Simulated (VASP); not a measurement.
# Ti: single point with r2SCAN

Crystal: Ti.

```
Ti
1.0
     3.03850    0.00000    0.00000
    -1.51925    2.63142    0.00000
     0.00000    0.00000    4.54542
Ti
2
Cartesian
  0.0000 1.7543 1.1364
  1.5192 0.8771 3.4091
```

This cell differs from its parent crystal: strain +0.030 along x and y, -0.030 along z.

```yaml
Program: VASP 6.6.1
Task: single point
Functional: r2SCAN
Potentials_or_basis: VASP PAW PBE potentials, release 64 (Ti_sv)
Cutoff: 520 eV
k_mesh: 18 × 18 × 10
Occupations: gaussian, width 0.15 eV
Spin: no spin polarisation
Dipole_correction: no
Further_INCAR_settings: ALGO = Normal; EDIFF = 1e-06; NBANDS = 19
```

| Item | Value |
| --- | --- |
| Pressure | -4.9 GPa |
| Band gap on the k mesh | zero (bands 12 and 13 overlap by 1.19 eV) |

Stress tensor (GPa, compression positive):
```
-6.89  0.00  0.00
 0.00 -6.89  0.00
 0.00  0.00 -0.83
```

Levels at points of the mesh, in eV from the Fermi level:
```
           k point  band 9  band 10  band 11  band 12  band 13  band 14  band 15  band 16
(0.00, 0.00, 0.00)   -6.53    -2.75     0.74     0.74     1.00     1.25     1.34     1.34
(0.50, 0.00, 0.00)   -2.56    -2.21    -1.76    -1.11     0.31     0.84     1.41     3.13
(0.00, 0.00, 0.50)   -4.51    -4.51     0.27     0.27     0.57     0.57     0.57     0.57
(0.50, 0.00, 0.50)   -2.57    -2.57    -0.75    -0.75     1.08     1.08     1.63     1.63
```

Wall time 3.1 min on 1 thread of Intel(R) Xeon(R) 6975P-C (Granite Rapids) (shared host), peak memory 0.25 GiB.

Caveat: the cell differs from its parent crystal (strain +0.030 along x and y, -0.030 along z); the cell stands under tension; the PAW data sets were made with another functional, which shifts forces and pressure a little.
